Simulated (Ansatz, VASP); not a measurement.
**Nb5N: VASP beside Ansatz**

The input INCAR:

```
  PREC = Accurate
  ENCUT = 520
  EDIFF = 1E-6
  ISMEAR = 0
  SIGMA = 0.1
  LREAL = F
  LASPH = T
  NELM = 60
  ALGO = Normal
  ISIF = 2
  LWAVE = F
  LCHARG = F
  GGA = PE
  NBANDS = 44
```

Contents of KPOINTS:

```
regular mesh
0
Gamma
  6 6 2
```

File POSCAR:

```
Nb5N
1.0
    3.8917640000      0.0000000000      0.0000000000
   -1.9458820000      3.3703664900      0.0000000000
    0.0000000000      0.0000000000      7.8681338600
Nb N
5 1
Direct
    0.6666666700      0.3333333300      0.0000000000
    0.0000000000      0.0000000000      0.8150023500
    0.0000000000      0.0000000000      0.1849976500
    0.6666666700      0.3333333300      0.3554226500
    0.6666666700      0.3333333300      0.6445773500
    0.0000000000      0.0000000000      0.0000000000
```

Input for Ansatz:

```yaml
crystal:
  lattice:
    - [3.891764, 0.0, 0.0]
    - [-1.945882, 3.37036649, 0.0]
    - [0.0, 0.0, 7.86813386]
  atoms:
    - { symbol: Nb, position: [0.66666667, 0.33333333, 0.0] }
    - { symbol: Nb, position: [0.0, 0.0, 0.81500235] }
    - { symbol: Nb, position: [0.0, 0.0, 0.18499765] }
    - { symbol: Nb, position: [0.66666667, 0.33333333, 0.35542265] }
    - { symbol: Nb, position: [0.66666667, 0.33333333, 0.64457735] }
    - { symbol: "N", position: [0.0, 0.0, 0.0] }
basis:
  ecutwfc: 420
kpoints:
  mp_grid: { grid: [6, 6, 2] }
hamiltonian:
  xc: pbe
scf:
  occupations: { method: gaussian, width: 0.1 }
  lower_state_search: "off"
output:
  forces: true
  stress: true
  eigenvalues: true
```

Alike in both runs: task single point; functional PBE; k mesh 6 × 6 × 2; occupations gaussian, width 0.1 eV; no spin polarisation.

|  | VASP | Ansatz |
| --- | --- | --- |
| version | VASP 6.6.1 | Ansatz 0.2.0 |
| potentials or method | VASP PAW PBE potentials, release 64 (Nb_sv, N), cutoff 520 eV | scalar-relativistic, plane waves, PAW |
| valence electrons in the cell | 70 | 70 |

Ansatz gave:

```
gap on the k mesh at the Fermi level (eV) : none
rms of the force components (eV/Å)        : 11.150
```

Task: What did VASP give for the same quantities?

Result: gap on the k mesh at the Fermi level (eV): none; rms of the force components (eV/Å): 11.303.

Atom by atom the forces differ by 0.153 eV/Å (rms over components). A gap of «none» marks a metal or a gap that the smearing closes.

The k mesh is coarse, so the values compare programs but aren't converged.
